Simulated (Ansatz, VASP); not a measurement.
Two plane-wave programs on ZnS

The input INCAR:

```
SYSTEM = ZnS
PREC = Accurate ; ENCUT = 520
EDIFF = 1E-6 ; ISMEAR = -1
SIGMA = 0.02 ; LREAL = .FALSE.
LASPH = .TRUE. ; NELM = 100
ALGO = Normal ; ISIF = 2
LWAVE = .FALSE. ; LCHARG = .FALSE.
GGA = PE ; NBANDS = 26
```

Contents of KPOINTS:

```
regular mesh
0
G
  12 12 4
  0 0 0
```

POSCAR

```
ZnS
1.0
    3.9196143824      0.0000000000      0.0000000000
   -1.9598071912      3.3944856282      0.0000000000
    0.0000000000      0.0000000000      6.1383776671
Zn S
2 2
Direct
    0.3333333333      0.6666666667     -0.0036575881
    0.6666666667      0.3333333333      0.4963424119
    0.3333333333      0.6666666667      0.3786575881
    0.6666666667      0.3333333333      0.8786575881
```

Input for Ansatz:

```yaml
crystal:
  lattice:
    - [3.9196143824, 0.0, 0.0]
    - [-1.9598071912, 3.3944856282, 0.0]
    - [0.0, 0.0, 6.1383776671]
  atoms:
    - { symbol: Zn, position: [0.3333333333, 0.6666666667, -0.0036575881] }
    - { symbol: Zn, position: [0.6666666667, 0.3333333333, 0.4963424119] }
    - { symbol: S, position: [0.3333333333, 0.6666666667, 0.3786575881] }
    - { symbol: S, position: [0.6666666667, 0.3333333333, 0.8786575881] }
kpoints:
  mp_grid: { grid: [12, 12, 4] }
  band_path:
    path:
      - [0.0, 0.0, 0.0]
      - [0.5, 0.0, 0.0]
      - [0.3333333333, 0.3333333333, 0.0]
      - [0.0, 0.0, 0.5]
      - [0.5, 0.0, 0.5]
      - [0.3333333333, 0.3333333333, 0.5]
    npoints: 1
hamiltonian:
  xc: pbe
scf:
  occupations: { method: fermi_dirac, width: 0.02 }
  n_extra_bands: 5
output:
  forces: true
  stress: true
  eigenvalues: true
```

Change from the starting cell: epitaxial_xy strain +3.0%.

Alike in both runs: task single point; functional PBE; k mesh 12 × 12 × 4; occupations fermi-dirac, width 0.02 eV; no spin polarisation.

|  | VASP | Ansatz |
| --- | --- | --- |
| version | VASP 6.6.1 | Ansatz 0.2.0 |
| potentials or method | VASP PAW PBE potentials, release 64 (Zn, S) | plane waves, PAW |
| plane-wave cutoff (eV) | 520 | 420 |
| valence electrons in the cell | 36 | 36 |

Ansatz gave:

```
gap on the k mesh at the Fermi level (eV)                     : 2.00
pressure (GPa)                                                : -0.7
traceless stress, the component that is largest in VASP (GPa) : 2.78
rms of the force components (eV/Å)                            : 0.007
```

**Question.** What did VASP give for the same quantities?

**Answer.** gap on the k mesh at the Fermi level (eV): 2.00; pressure (GPa): -0.6; traceless stress, the component that is largest in VASP (GPa): 2.79; rms of the force components (eV/Å): 0.008.

Atom by atom the forces differ by 0.001 eV/Å (rms over components). With one functional, cell and mesh, what is left measures potentials, basis and numerics.
